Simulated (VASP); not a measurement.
# P (Cmce) in VASP: notebook

Runs on P. Level: LDA. Tasks: single point.

Program: VASP 6.6.1. These are calculated values, not measurements. Logs are shortened: lines on timing, memory, paths and dates and some standing lists are left out, and cuts for length are marked.

## 1. The cell of the first run

It takes space group Cmce (No. 64, orthorhombic). The conventional cell has a = 3.352 Å, b = 10.078 Å, c = 4.039 Å, α = 90.00°, β = 90.00°, γ = 90.00°. P (site symmetry m) has 3 P at 2.23 to 2.24 Å within 3.0 Å.

## 2. Single point, LDA

File INCAR:

```
PREC = Accurate
ENCUT = 520
EDIFF = 1E-6
ISMEAR = -1
SIGMA = 0.05
LREAL = False
LASPH = True
NELM = 60
ALGO = Normal
ISIF = 2
LWAVE = False
LCHARG = False
GGA = CA
NBANDS = 18
```

File KPOINTS:

```
Automatic mesh
0
Gamma
  2 2 1
```

File POSCAR:

```
P
1.0
    1.6761948657     -5.0390752980      0.0000000000
    1.6761948657      5.0390752980      0.0000000000
    0.0000000000      0.0000000000      4.0387457901
P
4
Direct
    0.1075544155      0.8924455845      0.9323210340
    0.6075544155      0.3924455845      0.5676789660
    0.8924455845      0.1075544155      0.0676789660
    0.3924455845      0.6075544155      0.4323210340
```

Potentials or basis: VASP PAW LDA potentials, release 64 (P).

Command:

```bash
cat potpaw_LDA.64/P/POTCAR > POTCAR
mpirun -np 1 vasp_std > vasp.out
```

OUTCAR:

```text
PREC = Accurate
   ENCUT = 520
   EDIFF = 1E-6
   ISMEAR = -1
   LREAL = False
   LASPH = True
   NELM = 60
   ISIF = 2
   GGA = CA

 ion  position               nearest neighbor table
   1  0.108  0.892  0.932-   2 2.23   2 2.23   3 2.24
   2  0.608  0.392  0.568-   1 2.23   1 2.23   4 2.24
   3  0.892  0.108  0.068-   4 2.23   4 2.23   1 2.24
   4  0.392  0.608  0.432-   3 2.23   3 2.23   2 2.24

  LATTYP: Found a base centered orthorhombic cell.
 ALAT       =     3.3523897314
 B/A-ratio  =     3.0062586404
 C/A-ratio  =     1.2047363564

  Lattice vectors:

 A1 = (   1.6761948657,  -5.0390752980,   0.0000000000)
 A2 = (   1.6761948657,   5.0390752980,   0.0000000000)
 A3 = (   0.0000000000,   0.0000000000,   4.0387457901)

Analysis of symmetry for initial positions (statically):
=====================================================================
 Subroutine PRICEL returns:
 Original cell was already a primitive cell.

 Routine SETGRP: Setting up the symmetry group for a
 base centered orthorhombic supercell.

 Subroutine GETGRP returns: Found  8 space group operations
 (whereof  4 operations were pure point group operations)
 out of a pool of  8 trial point group operations.

The static configuration has the point symmetry C_2h.
 The point group associated with its full space group is D_2h.

Analysis of symmetry for dynamics (positions and initial velocities):
=====================================================================
 Subroutine PRICEL returns:
 Original cell was already a primitive cell.

 Routine SETGRP: Setting up the symmetry group for a
 base centered orthorhombic supercell.

 Subroutine GETGRP returns: Found  8 space group operations
 (whereof  4 operations were pure point group operations)
 out of a pool of  8 trial point group operations.

The dynamic configuration has the point symmetry C_2h.
 The point group associated with its full space group is D_2h.

 Subroutine INISYM returns: Found  8 space group operations
 (whereof  4 operations are pure point group operations),
 and found     1 'primitive' translations

----------------------------------------------------------------------------------------

                                     Primitive cell

  volume of cell :      68.2263

  direct lattice vectors                    reciprocal lattice vectors
     1.676194866 -5.039075298  0.000000000     0.298294673 -0.099224554  0.000000000
     1.676194866  5.039075298  0.000000000     0.298294673  0.099224554  0.000000000
     0.000000000  0.000000000  4.038745790     0.000000000  0.000000000  0.247601620

  length of vectors
     5.310546967  5.310546967  4.038745790     0.314364795  0.314364795  0.247601620

  position of ions in fractional coordinates (direct lattice)
     0.107554415  0.892445585  0.932321034
     0.607554415  0.392445585  0.567678966
     0.892445585  0.107554415  0.067678966
     0.392445585  0.607554415  0.432321034

  ion indices of the primitive-cell ions
   primitive index   ion index
                 1           1
                 2           2
                 3           3
                 4           4

----------------------------------------------------------------------------------------

 KPOINTS: Automatic mesh

Automatic generation of k-mesh.
 Grid dimensions read from file:
 generate k-points for:    2    2    1

 Generating k-lattice:

  Cartesian coordinates                     Fractional coordinates (reciprocal lattice)
     0.149147337 -0.049612277  0.000000000     0.500000000  0.000000000  0.000000000
     0.149147337  0.049612277  0.000000000     0.000000000  0.500000000  0.000000000
     0.000000000  0.000000000  0.247601620     0.000000000  0.000000000  1.000000000

  Length of vectors
     0.157182397  0.157182397  0.247601620

  Shift w.r.t. Gamma in fractional coordinates (k-lattice)
     0.000000000  0.000000000  0.000000000

 Subroutine IBZKPT returns following result:
 ===========================================

 Found      3 irreducible k-points:

 Following reciprocal coordinates:
            Coordinates               Weight
  0.000000  0.000000  0.000000      1.000000
  0.500000  0.000000  0.000000      2.000000
  0.500000  0.500000  0.000000      1.000000
   k-points           NKPTS =      3   k-points in BZ     NKDIM =      3   number of bands    NBANDS=     18
   number of dos      NEDOS =    301   number of ions     NIONS =      4
   total plane-waves  NPLWV =  48000
   dimension x,y,z NGX =    40 NGY =   40 NGZ =   30
   dimension x,y,z NGXF=    80 NGYF=   80 NGZF=   60
   ions per type =               4
   NGX,Y,Z   is equivalent  to a cutoff of  12.52, 12.52, 12.35 a.u.
   NGXF,Y,Z  is equivalent  to a cutoff of  25.04, 25.04, 24.70 a.u.
 SYSTEM =  unknown system
   PREC   = accura    normal or accurate (medium, high low for compatibility)
   ISTART =      0    job   : 0-new  1-cont  2-samecut
   ICHARG =      2    charge: 1-file 2-atom 10-const
   ISPIN  =      1    spin polarized calculation?
   LNONCOLLINEAR =      F non collinear calculations
   LSORBIT =      F    spin-orbit coupling
   LASPH  =      T    aspherical Exc in radial PAW
   ENCUT  =  520.0 eV  38.22 Ry    6.18 a.u.   9.87  9.87  7.51*2*pi/ulx,y,z
   NELM   =     60;   NELMIN=  2; NELMDL= -5     # of ELM steps
   EDIFF  = 0.1E-05   stopping-criterion for ELM
   LREAL  =      F    real-space projection
   EDIFFG = 0.1E-04   stopping-criterion for IOM
   NSW    =      0    number of steps for IOM
   IBRION =     -1    ionic relax: 0-MD 1-quasi-New 2-CG
   NFREE  =      0    steps in history (QN), initial steepest desc. (CG)
   ISIF   =      2    stress and relaxation
   ISYM   =      2    0-nonsym 1-usesym 2-fastsym
   POTIM  = 0.5000    time-step for ionic-motion
   TEBEG  =    0.0;   TEEND  =   0.0 temperature during run
   PSTRESS=    0.0 pullay stress
   NELECT =      20.0000    total number of electrons
   NUPDOWN=      -1.0000    fix difference up-down
   EMIN   =  10.00;   EMAX   =-10.00  energy-range for DOS
   EFERMI =   0.00;   METHOD = LEGACY
   ISMEAR =    -1;   SIGMA  =   0.05  broadening in eV -4-tet -1-fermi 0-gaus
   EFERMI_NEDOS =   21; number of points for ismear=-14 and -15
   IALGO  =     38    algorithm
   IMIX   =      4    mixing-type and parameters
     AMIX     =   0.40;   BMIX     =  1.00
     AMIX_MAG =   1.60;   BMIX_MAG =  1.00
  volume/ion in A,a.u.               =      17.06       115.10
  Fermi-wavevector in a.u.,A,eV,Ry     =   1.087512  2.055100 16.091381  1.182683
  Thomas-Fermi vector in A             =   2.223673
   LORBIT       =      0    0 simple, 1 ext, 2 COOP (PROOUT), +10 PAW based schemes
   GGA     = CA    functional components
   LHFCALC =     F    Hartree Fock is set to
   AEXX    =    0.0000 exact exchange contribution
   IVDW    =     0    specifies the selected vdW correction
   LEPSILON=     F    determine dielectric tensor
   LRPA    =     F    only Hartree local field effects (RPA)
 non-spin polarized calculation
  energy-cutoff  :      520.00
  volume of cell :       68.23
 maximum number of plane-waves:      1860
 NGX is ok and might be reduce to    40
   NGX = 19   NGY = 19   NGZ = 15

 number of electron      19.9999997 magnetization

 Free energy of the ion-electron system (eV)
  ---------------------------------------------------
  ext. energy  EPLUGINS =         0.00000000
  ---------------------------------------------------
  free energy    TOTEN  =       -20.49044297 eV

  energy without entropy =      -20.49017764  energy(sigma->0) =      -20.49031030

 E-fermi :   7.5721     XC(G=0): -10.5869

 val. band max:        7.2039560095   @ k =   0.5000   0.5000   0.0000
 cond. band min:       7.9401784802   @ k =   0.5000   0.5000   0.0000
 fundamental gap:      0.7362224707
 Fermi energy:         7.5720602095

 k-point     1 :       0.0000    0.0000    0.0000
  band No.  band energies     occupation
      1      -8.2853      2.00000
      2      -4.7422      2.00000
      3      -1.0403      2.00000
      4       0.2287      2.00000
      5       2.6150      2.00000
      6       3.5482      2.00000
      7       3.7954      2.00000
      8       4.9269      2.00000
      9       4.9837      2.00000
     10       6.4084      2.00000
     11       8.8596      0.00000
     12       9.0021      0.00000
     13       9.4565      0.00000
     14      11.4220      0.00000
     15      13.2742      0.00000
     16      14.0225      0.00000
     17      14.8200      0.00000
     18      15.1908      0.00000

 k-point     2 :       0.5000    0.0000    0.0000
  band No.  band energies     occupation
      1      -5.2606      2.00000
      2      -5.2606      2.00000
      3      -2.3602      2.00000
      4      -2.3602      2.00000
      5       2.9119      2.00000
      6       2.9119      2.00000
      7       4.6906      2.00000
      8       4.6906      2.00000
      9       5.1326      2.00000
     10       5.1326      2.00000
     11       8.4218      0.00000
     12       8.4218      0.00000
     13       8.9527      0.00000
     14       8.9527      0.00000
     15      11.2008      0.00000
     16      11.2008      0.00000
     17      14.8658      0.00000
     18      14.8658      0.00000

 k-point     3 :       0.5000    0.5000    0.0000
  band No.  band energies     occupation
      1      -7.8525      2.00000
      2      -5.8584      2.00000
      3      -0.8508      2.00000
      4       2.0835      2.00000
      5       2.1680      2.00000
      6       2.7441      2.00000
      7       3.1952      2.00000
      8       5.5609      2.00000
      9       5.8265      2.00000
     10       7.2040      1.99873
     11       7.9402      0.00127
     12       8.4831      0.00000
     13      10.0971      0.00000
     14      11.0739      0.00000
     15      13.6025      0.00000
     16      13.8885      0.00000
     17      14.1119      0.00000
     18      14.2197      0.00000

------------------------ aborting loop because EDIFF is reached ----------------------------------------

  FORCE on cell =-STRESS in cart. coord.  units (eV):
  Direction    XX          YY          ZZ          XY          YZ          ZX
  --------------------------------------------------------------------------------------
  -------------------------------------------------------------------------------------
  Total       -2.9520872     -0.9561613     15.9626072      0.0000000      0.0000000      0.0000000
  in kB      -69.3246839    -22.4538013    374.8543377      0.0000000      0.0000000      0.0000000
  external PRESSURE =      94.3586175 kB  Pullay stress =       0.0000000 kB

 VOLUME and BASIS-vectors are now :
 -----------------------------------------------------------------------------
  energy-cutoff  :      520.00
  volume of cell :       68.23
      direct lattice vectors                 reciprocal lattice vectors
     1.676194866 -5.039075298  0.000000000     0.298294673 -0.099224554  0.000000000
     1.676194866  5.039075298  0.000000000     0.298294673  0.099224554  0.000000000
     0.000000000  0.000000000  4.038745790     0.000000000  0.000000000  0.247601620

 POSITION                                       TOTAL-FORCE (eV/Angst)
 -----------------------------------------------------------------------------------
      1.67619      3.95513      3.76541         0.000000      0.369282     -0.514663
      1.67619     -1.08395      2.29271         0.000000      0.369282      0.514663
      1.67619     -3.95513      0.27334         0.000000     -0.369282      0.514663
      1.67619      1.08395      1.74603         0.000000     -0.369282     -0.514663
 -----------------------------------------------------------------------------------
    total drift:                                0.000000     -0.000000      0.000000

  FREE ENERGIE OF THE ION-ELECTRON SYSTEM (eV)
  ---------------------------------------------------
  free  energy   TOTEN  =       -20.4904429697 eV

  energy  without entropy=      -20.4901776366  energy(sigma->0) =      -20.49031030
```

Wall time 6.5 s (1 thread of AMD EPYC 7R43 (Zen 3), shared host); peak memory 0.12 GiB.

What came out:

| Property | Result |
| --- | --- |
| Free energy | -20.4904 eV |
| Pressure | 9.4 GPa |
| Largest force | 0.633 eV/Å |
| Band gap on the k mesh | 0.74 eV, direct |

Forces in eV/Å, atoms in the order of the input:
```
P    0.000  0.369 -0.515
P    0.000  0.369  0.515
P    0.000 -0.369  0.515
P    0.000 -0.369 -0.515
```

Levels at points of the mesh, in eV from the valence-band top:
```tsv
k point	band 7	band 8	band 9	band 10	band 11	band 12	band 13	band 14
(0.00, 0.00, 0.00)	-3.41	-2.28	-2.22	-0.80	1.66	1.80	2.25	4.22
(0.50, 0.00, 0.00)	-2.51	-2.51	-2.07	-2.07	1.22	1.22	1.75	1.75
(0.50, 0.50, 0.00)	-4.01	-1.64	-1.38	0.00	0.74	1.28	2.89	3.87
```

Caveat: the k points lie up to 1.56 Å⁻¹ apart. A k mesh can miss the band edges.

## 3. Single point, LDA

Edit INCAR of step 2 so:

```diff
@@ -7,3 +7,3 @@
 LASPH = True
-NELM = 60
+NELM = 100
 ALGO = Normal
```

File KPOINTS:

```
Automatic mesh
0
Gamma
  3 3 2
```

POSCAR is that of step 2.

Potentials or basis: VASP PAW LDA potentials, release 64 (P).

Command:

```bash
cat potpaw_LDA.64/P/POTCAR > POTCAR
mpirun -np 1 vasp_std > vasp.out
```

Wall time 14 s (1 thread of AMD EPYC 7R43 (Zen 3), shared host); peak memory 0.12 GiB.

The run converged. Its results:

* Free energy: -23.9803 eV
* Pressure: 0.0 GPa
* Largest force: 0.425 eV/Å
* Band gap on the k mesh: 0.04 eV, indirect (least direct gap 0.41 eV)

Forces on the atoms (eV/Å):
```
P    0.000  0.425 -0.005
P    0.000  0.425  0.005
P    0.000 -0.425  0.005
P    0.000 -0.425 -0.005
```

Stress tensor (GPa, compression positive):
```
 6.87  0.00  0.00
 0.00 -7.26  0.00
 0.00  0.00  0.52
```

Levels at points of the mesh, in eV from the valence-band top:
| k point | band 6 | band 7 | band 8 | band 9 | band 10 | band 11 | band 12 | band 13 | band 14 | band 15 |
| --- | --- | --- | --- | --- | --- | --- | --- | --- | --- | --- |
| (0.00, 0.00, 0.00) | -4.33 | -4.07 | -2.90 | -2.86 | -1.39 | 1.07 | 1.22 | 1.69 | 3.52 | 5.43 |
| (0.00, 0.00, 0.50) | -5.40 | -3.21 | -3.21 | -0.83 | -0.83 | 1.25 | 1.25 | 1.79 | 1.79 | 5.51 |

Caveat: the k points lie up to 0.78 Å⁻¹ apart.

## 4. Single point, LDA

File INCAR:

```
PREC     = Accurate       # precision mode
ENCUT    = 520            # plane-wave cutoff, eV
EDIFF    = 1E-6           # SCF threshold, eV
ISMEAR   = -1             # smearing method
SIGMA    = 0.05           # smearing width, eV
LREAL    = F              # projectors in reciprocal space
LASPH    = T              # aspherical terms in the spheres
NELM     = 60             # most SCF steps
ALGO     = Normal         # electronic algorithm
ISIF     = 2              # what is computed and relaxed
LWAVE    = F              # write WAVECAR
LCHARG   = T              # write CHGCAR
GGA      = CA             # functional
LELF     = T              # ELF
LVHAR    = T            
NBANDS   = 18             # bands
```

File KPOINTS:

```
Automatic mesh
0
Gamma
  4 4 3
```

POSCAR is that of step 3.

Command:

```bash
cat potpaw_LDA.64/P/POTCAR > POTCAR
mpirun -np 1 vasp_std > vasp.out
```

Run time: 20 s. Hardware: 1 thread of AMD EPYC 7R43 (Zen 3), shared host; peak memory 0.13 GiB.

The run converged. Its results:

- Free energy: -24.0400 eV
- Pressure: -0.3 GPa
- Largest force: 0.168 eV/Å
- Band gap on the k mesh: 0.25 eV, indirect (least direct gap 0.48 eV)

Forces in eV/Å, atoms in the order of the input:
```
P    0.000 -0.069 -0.154
P    0.000 -0.069  0.154
P    0.000  0.069  0.154
P    0.000  0.069 -0.154
```

Stress tensor (GPa, compression positive):
```
 0.02  0.00  0.00
 0.00  0.41  0.00
 0.00  0.00 -1.43
```

Levels at points of the mesh, in eV from the valence-band top:
| k point | band 6 | band 7 | band 8 | band 9 | band 10 | band 11 | band 12 | band 13 | band 14 | band 15 |
| --- | --- | --- | --- | --- | --- | --- | --- | --- | --- | --- |
| (0.00, 0.00, 0.00) | -4.29 | -3.96 | -2.84 | -2.78 | -1.30 | 1.12 | 1.29 | 1.75 | 3.56 | 5.51 |
| (0.50, 0.00, 0.00) | -4.89 | -3.12 | -3.12 | -2.60 | -2.60 | 0.68 | 0.68 | 1.18 | 1.18 | 3.44 |
| (0.50, 0.50, 0.00) | -4.97 | -4.62 | -2.23 | -1.91 | -0.54 | 0.25 | 0.72 | 2.36 | 3.24 | 5.83 |

Caveat: the k points lie up to 0.52 Å⁻¹ apart. A k mesh can miss the band edges.

## 5. Single point, LDA

File INCAR:

```
SYSTEM = P
ALGO = Normal ; EDIFF = 1E-6
ENCUT = 520 ; GGA = CA
ISIF = 2 ; ISMEAR = -1
LASPH = .TRUE. ; LCHARG = .FALSE.
LREAL = .FALSE. ; LWAVE = .FALSE.
NBANDS = 18 ; NELM = 100
PREC = Accurate ; SIGMA = 0.05
```

File KPOINTS:

```
k-points
0
G
  5 5 4
  0 0 0
```

POSCAR is that of step 4.

Command:

```bash
cat potpaw_LDA.64/P/POTCAR > POTCAR
mpirun -np 1 vasp_std > vasp.out
```

Run time: 36 s. Hardware: 1 thread of AMD EPYC 7R43 (Zen 3), shared host; peak memory 0.14 GiB.

Results (log left out):

```
Free energy            : -24.1269 eV
Pressure               : -0.3 GPa
Largest force          : 0.039 eV/Å
Band gap on the k mesh : zero (band 10 reaches 7.77 eV, above the bottom of band 11 at 7.60 eV)
```

Forces in eV/Å, atoms in the order of the input:
```
P    0.000  0.015 -0.036
P    0.000  0.015  0.036
P    0.000 -0.015  0.036
P    0.000 -0.015 -0.036
```

Stress tensor (GPa, compression positive):
```
 0.11  0.00  0.00
 0.00  0.01  0.00
 0.00  0.00 -0.97
```

Levels at points of the mesh, in eV from the Fermi level:
| k point | band 6 | band 7 | band 8 | band 9 | band 10 | band 11 | band 12 | band 13 | band 14 | band 15 |
| --- | --- | --- | --- | --- | --- | --- | --- | --- | --- | --- |
| (0.00, 0.00, 0.00) | -4.21 | -3.90 | -2.76 | -2.71 | -1.23 | 1.20 | 1.37 | 1.83 | 3.64 | 5.58 |
| (0.00, 0.00, 0.50) | -5.23 | -3.09 | -3.09 | -0.70 | -0.70 | 1.41 | 1.41 | 1.94 | 1.94 | 5.66 |

Caveat: the k points lie up to 0.40 Å⁻¹ apart.

## 6. Summary

```tsv
k mesh	gap on the mesh (eV)	pressure (GPa)	largest force (eV/Å)
2 × 2 × 1	0.74	9.4	0.63
3 × 3 × 2	0.04	0.0	0.43
4 × 4 × 3	0.25	-0.3	0.17
5 × 5 × 4	none	-0.3	0.04
```

Alike in all rows: task single point; level LDA; potentials or basis VASP PAW LDA potentials, release 64 (P); no spin polarisation; cell as given; cutoff (eV) 520; smearing fermi-dirac 0.05 eV.

Caveats: all runs use coarse meshes.

Total energies depend on the potentials used, so only differences within one code and one set of settings carry meaning.
